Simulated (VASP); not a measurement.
# Sb2Se3 (R-3m) in VASP: single point with PBE+D3(BJ)

Aim: the single point of Sb2Se3 with PBE+D3(BJ).

Program: VASP 6.6.1. These are calculated values, not measurements. Logs are shortened: lines on timing, memory, paths and dates and some standing lists are left out, and cuts for length are marked.

## Step 1: The cell of the first run

The structure is trigonal, space group R-3m (No. 166). Conventional cell: a = 4.026 Å, b = 4.026 Å, c = 28.060 Å, α = 90.00°, β = 90.00°, γ = 120.00°. Sb (site symmetry 3m) has 6 Se at 2.80 to 2.98 Å within 3.7 Å. Within 3.7 Å of Se (site symmetry 3m) lie 3 Sb at 2.80 Å and 3 Se at 3.42 Å. Within 4.2 Å of Se (site symmetry -3m) lie 6 Sb at 2.98 Å and 12 Se at 4.03 to 4.14 Å.

## Step 2: Single point, PBE+D3(BJ)

File INCAR:

```
SYSTEM = Sb2Se3
ALGO     = Normal         ! electronic algorithm
EDIFF    = 1E-6           ! SCF threshold, eV
ENCUT    = 520            ! plane-wave cutoff, eV
GGA      = PE             ! functional
ISIF     = 2              ! what is computed and relaxed
ISMEAR   = -1             ! smearing method
IVDW     = 12             ! dispersion correction
LASPH    = .True.         ! aspherical terms in the spheres
LCHARG   = .True.         ! write CHGCAR
LELF     = .True.         ! ELF
LREAL    = .False.        ! projectors in reciprocal space
LVHAR    = .True.       
LWAVE    = .False.        ! write WAVECAR
NBANDS   = 22             ! bands
NELM     = 80             ! most SCF steps
PREC     = Accurate       ! precision mode
SIGMA    = 0.02           ! smearing width, eV
```

File KPOINTS:

```
k-points
0
Gamma
  8 8 8
  0 0 0
```

File POSCAR:

```
Sb2Se3
1.0
    2.0127979118      1.1620894162      9.3533256498
   -2.0127979118      1.1620894162      9.3533256498
    0.0000000000     -2.3241788325      9.3533256498
Sb Se
2 3
Direct
    0.3997420422      0.3997420422      0.3997420422
    0.6002579578      0.6002579578      0.6002579578
    0.2112520670      0.2112520670      0.2112520670
    0.7887479330      0.7887479330      0.7887479330
    0.0000000000      0.0000000000      0.0000000000
```

Potentials or basis: VASP PAW PBE potentials, release 64 (Sb, Se).

On the command line:

```
cat potpaw_PBE.64/Sb/POTCAR potpaw_PBE.64/Se/POTCAR > POTCAR
mpirun -np 1 vasp_std > vasp.out
```

OUTCAR:

```text
SYSTEM = Sb2Se3
   EDIFF = 1E-6
   ENCUT = 520
   GGA = PE
   ISIF = 2
   ISMEAR = -1
   IVDW = 12
   LASPH = .True.
   LREAL = .False.
   NELM = 80
   PREC = Accurate
 IVDW          = 12

 ion  position               nearest neighbor table
   1  0.400  0.400  0.400-   4 2.80   4 2.80   4 2.80   5 2.98   5 2.98   5 2.98
   2  0.600  0.600  0.600-   3 2.80   3 2.80   3 2.80   5 2.98   5 2.98   5 2.98
   3  0.211  0.211  0.211-   2 2.80   2 2.80   2 2.80
   4  0.789  0.789  0.789-   1 2.80   1 2.80   1 2.80
   5  0.000  0.000  0.000-   2 2.98   2 2.98   1 2.98   1 2.98   2 2.98   1 2.98

  LATTYP: Found a trigonal (rhomboedric) cell.
 ALAT       =     9.6377646763
 COS(alpha) =     0.9127676231

  Lattice vectors:

 A1 = (   2.0127979118,   1.1620894162,   9.3533256498)
 A2 = (  -2.0127979118,   1.1620894162,   9.3533256498)
 A3 = (   0.0000000000,  -2.3241788325,   9.3533256498)

Analysis of symmetry for initial positions (statically):
=====================================================================
 Subroutine PRICEL returns:
 Original cell was already a primitive cell.

 Routine SETGRP: Setting up the symmetry group for a
 trigonal (rhombohedral) supercell.

 Subroutine GETGRP returns: Found 12 space group operations
 (whereof 12 operations were pure point group operations)
 out of a pool of 12 trial point group operations.

The static configuration has the point symmetry D_3d.

Analysis of symmetry for dynamics (positions and initial velocities):
=====================================================================
 Subroutine PRICEL returns:
 Original cell was already a primitive cell.

 Routine SETGRP: Setting up the symmetry group for a
 trigonal (rhombohedral) supercell.

 Subroutine GETGRP returns: Found 12 space group operations
 (whereof 12 operations were pure point group operations)
 out of a pool of 12 trial point group operations.

The dynamic configuration has the point symmetry D_3d.

 Subroutine INISYM returns: Found 12 space group operations
 (whereof 12 operations are pure point group operations),
 and found     1 'primitive' translations

----------------------------------------------------------------------------------------

                                     Primitive cell

  volume of cell :     131.2674

  direct lattice vectors                    reciprocal lattice vectors
     2.012797912  1.162089416  9.353325650     0.248410433  0.143419830  0.035637948
    -2.012797912  1.162089416  9.353325650    -0.248410433  0.143419830  0.035637948
     0.000000000 -2.324178832  9.353325650     0.000000000 -0.286839660  0.035637948

  length of vectors
     9.637764676  9.637764676  9.637764676     0.289045073  0.289045073  0.289045073

  position of ions in fractional coordinates (direct lattice)
     0.399742042  0.399742042  0.399742042
     0.600257958  0.600257958  0.600257958
     0.211252067  0.211252067  0.211252067
     0.788747933  0.788747933  0.788747933
     0.000000000  0.000000000  0.000000000

  ion indices of the primitive-cell ions
   primitive index   ion index
                 1           1
                 2           2
                 3           3
                 4           4
                 5           5

----------------------------------------------------------------------------------------

 KPOINTS: k-points

Automatic generation of k-mesh.
 Grid dimensions read from file:
 generate k-points for:    8    8    8

 Generating k-lattice:

  Cartesian coordinates                     Fractional coordinates (reciprocal lattice)
     0.031051304  0.017927479  0.004454744     0.125000000  0.000000000  0.000000000
    -0.031051304  0.017927479  0.004454744     0.000000000  0.125000000  0.000000000
     0.000000000 -0.035854958  0.004454744     0.000000000  0.000000000  0.125000000

  Length of vectors
     0.036130634  0.036130634  0.036130634

  Shift w.r.t. Gamma in fractional coordinates (k-lattice)
     0.000000000  0.000000000  0.000000000

 Subroutine IBZKPT returns following result:
 ===========================================

 Found     65 irreducible k-points:

 Following reciprocal coordinates:
            Coordinates               Weight
  0.000000  0.000000  0.000000      1.000000
  0.125000  0.000000 -0.000000      6.000000
  0.250000  0.000000 -0.000000      6.000000
  0.375000 -0.000000  0.000000      6.000000
  0.500000  0.000000 -0.000000      3.000000
  0.125000  0.125000 -0.000000      6.000000
[... 16 lines left out ...]
  0.250000  0.125000  0.125000      6.000000
  0.375000  0.125000  0.125000      6.000000
 [... further k-points ...]
   k-points           NKPTS =     65   k-points in BZ     NKDIM =     65   number of bands    NBANDS=     22
   number of dos      NEDOS =    301   number of ions     NIONS =      5
   total plane-waves  NPLWV = 373248
   dimension x,y,z NGX =    72 NGY =   72 NGZ =   72
   dimension x,y,z NGXF=   144 NGYF=  144 NGZF=  144
   ions per type =               2   3
   NGX,Y,Z   is equivalent  to a cutoff of  12.42, 12.42, 12.42 a.u.
   NGXF,Y,Z  is equivalent  to a cutoff of  24.84, 24.84, 24.84 a.u.
 SYSTEM =  Sb2Se3
   PREC   = accura    normal or accurate (medium, high low for compatibility)
   ISTART =      0    job   : 0-new  1-cont  2-samecut
   ICHARG =      2    charge: 1-file 2-atom 10-const
   ISPIN  =      1    spin polarized calculation?
   LNONCOLLINEAR =      F non collinear calculations
   LSORBIT =      F    spin-orbit coupling
   LASPH  =      T    aspherical Exc in radial PAW
   ENCUT  =  520.0 eV  38.22 Ry    6.18 a.u.  17.92 17.92 17.92*2*pi/ulx,y,z
   NELM   =     80;   NELMIN=  2; NELMDL= -5     # of ELM steps
   EDIFF  = 0.1E-05   stopping-criterion for ELM
   LREAL  =      F    real-space projection
   EDIFFG = 0.1E-04   stopping-criterion for IOM
   NSW    =      0    number of steps for IOM
   IBRION =     -1    ionic relax: 0-MD 1-quasi-New 2-CG
   NFREE  =      0    steps in history (QN), initial steepest desc. (CG)
   ISIF   =      2    stress and relaxation
   ISYM   =      2    0-nonsym 1-usesym 2-fastsym
   POTIM  = 0.5000    time-step for ionic-motion
   TEBEG  =    0.0;   TEEND  =   0.0 temperature during run
   PSTRESS=    0.0 pullay stress
   NELECT =      28.0000    total number of electrons
   NUPDOWN=      -1.0000    fix difference up-down
   EMIN   =  10.00;   EMAX   =-10.00  energy-range for DOS
   EFERMI =   0.00;   METHOD = LEGACY
   ISMEAR =    -1;   SIGMA  =   0.02  broadening in eV -4-tet -1-fermi 0-gaus
   EFERMI_NEDOS =   21; number of points for ismear=-14 and -15
   IALGO  =     38    algorithm
   IMIX   =      4    mixing-type and parameters
     AMIX     =   0.40;   BMIX     =  1.00
     AMIX_MAG =   1.60;   BMIX_MAG =  1.00
  volume/ion in A,a.u.               =      26.25       177.17
  Fermi-wavevector in a.u.,A,eV,Ry     =   0.978157  1.848448 13.017929  0.956791
  Thomas-Fermi vector in A             =   2.108910
   LORBIT       =      0    0 simple, 1 ext, 2 COOP (PROOUT), +10 PAW based schemes
   GGA     = PE    functional components
   LHFCALC =     F    Hartree Fock is set to
   AEXX    =    0.0000 exact exchange contribution
   IVDW    =    12    specifies the selected vdW correction
   LEPSILON=     F    determine dielectric tensor
   LRPA    =     F    only Hartree local field effects (RPA)
 non-spin polarized calculation
  energy-cutoff  :      520.00
  volume of cell :      131.27
 maximum number of plane-waves:      3563
   NGX = 35   NGY = 35   NGZ = 35

 number of electron      28.0000000 magnetization

 Free energy of the ion-electron system (eV)
  ---------------------------------------------------
  ext. energy  EPLUGINS =         0.00000000
  ---------------------------------------------------
  free energy    TOTEN  =       -20.01527856 eV

  energy without entropy =      -20.01527636  energy(sigma->0) =      -20.01527746

 E-fermi :   5.6553     XC(G=0):  -9.5499

 val. band max:        5.5175972873   @ k =   0.0000   0.0000   0.0000
 cond. band min:       5.7826370278   @ k =   0.0000   0.0000   0.0000
 fundamental gap:      0.2650397406
 Fermi energy:         5.6553347722

 k-point     1 :       0.0000    0.0000    0.0000
  band No.  band energies     occupation
      1      -9.1496      2.00000
      2      -8.2551      2.00000
      3      -7.8774      2.00000
      4      -3.3221      2.00000
      5      -2.3003      2.00000
      6       3.2113      2.00000
[... 14 lines left out ...]
     21      10.8119      0.00000
     22      11.9140      0.00000

 k-point     2 :       0.1250    0.0000   -0.0000
  band No.  band energies     occupation
      1      -9.0104      2.00000
      2      -8.1548      2.00000
      3      -7.7837      2.00000
      4      -3.3649      2.00000
      5      -2.4257      2.00000
      6       2.0487      2.00000
[... 14 lines left out ...]
     21      10.4680      0.00000
     22      11.1250      0.00000

 k-point     3 :       0.2500    0.0000   -0.0000
  band No.  band energies     occupation
      1      -8.6140      2.00000
      2      -7.8940      2.00000
      3      -7.5427      2.00000
      4      -3.5867      2.00000
      5      -2.8304      2.00000
      6       0.8610      2.00000
[... 14 lines left out ...]
     21       9.6522      0.00000
     22      11.4901      0.00000
[... 476 lines left out ...]
 k-point    23 :       0.2500    0.1250    0.1250
  band No.  band energies     occupation
      1      -8.9816      2.00000
      2      -8.2889      2.00000
      3      -7.6602      2.00000
      4      -3.4866      2.00000
      5      -2.2995      2.00000
      6       1.9798      2.00000
[... 14 lines left out ...]
     21      10.4300      0.00000
     22      11.3013      0.00000

 k-point    24 :       0.3750    0.1250    0.1250
  band No.  band energies     occupation
      1      -8.5755      2.00000
      2      -8.0367      2.00000
      3      -7.4235      2.00000
      4      -3.6567      2.00000
      5      -2.7730      2.00000
      6       0.9273      2.00000
[... 14 lines left out ...]
     21       9.6837      0.00000
     22      11.5230      0.00000

 [... further k-points ...]

------------------------ aborting loop because EDIFF is reached ----------------------------------------

 Edisp (eV)   -2.05489

 E8    (eV) :    -0.8989

  FORCE on cell =-STRESS in cart. coord.  units (eV):
  Direction    XX          YY          ZZ          XY          YZ          ZX
  --------------------------------------------------------------------------------------
  -------------------------------------------------------------------------------------
  Total      -0.01091    -0.01091    -0.01880     0.00000     0.00000     0.00000
  in kB      -0.13316    -0.13316    -0.22951     0.00000     0.00000     0.00000
  external pressure =       -0.17 kB  Pullay stress =        0.00 kB

 VOLUME and BASIS-vectors are now :
 -----------------------------------------------------------------------------
  energy-cutoff  :      520.00
  volume of cell :      131.27
      direct lattice vectors                 reciprocal lattice vectors
     2.012797912  1.162089416  9.353325650     0.248410433  0.143419830  0.035637948
    -2.012797912  1.162089416  9.353325650    -0.248410433  0.143419830  0.035637948
     0.000000000 -2.324178832  9.353325650     0.000000000 -0.286839660  0.035637948

 POSITION                                       TOTAL-FORCE (eV/Angst)
 -----------------------------------------------------------------------------------
      0.00000     -0.00000     11.21675         0.000000      0.000000     -0.023958
      0.00000     -0.00000     16.84322         0.000000     -0.000000      0.023958
      0.00000     -0.00000      5.92773         0.000000      0.000000     -0.010273
      0.00000     -0.00000     22.13225         0.000000     -0.000000      0.010273
      0.00000      0.00000      0.00000         0.000000     -0.000000     -0.000000
 -----------------------------------------------------------------------------------
    total drift:                                0.000000     -0.000000      0.000000

  FREE ENERGIE OF THE ION-ELECTRON SYSTEM (eV)
  ---------------------------------------------------
  free  energy   TOTEN  =       -22.0701704420 eV

  energy  without entropy=      -22.0701682458  energy(sigma->0) =      -22.07016934
```

Wall time 22 min (1 thread of Intel Xeon 8259CL, shared host); peak memory 0.76 GiB.

What came out:

```yaml
Free_energy: -22.0702 eV
Pressure: 0.0 GPa
Largest_force: 0.024 eV/Å
Band_gap_on_the_k_mesh: 0.27 eV
Dispersion_energy_per_atom: -0.411 eV
```

Forces on the atoms (eV/Å):
```
Sb   0.000  0.000 -0.024
Sb   0.000  0.000  0.024
Se   0.000  0.000 -0.010
Se   0.000  0.000  0.010
Se   0.000  0.000  0.000
```

Caveat: spin-orbit coupling is left out, which moves the levels of the heavy elements.
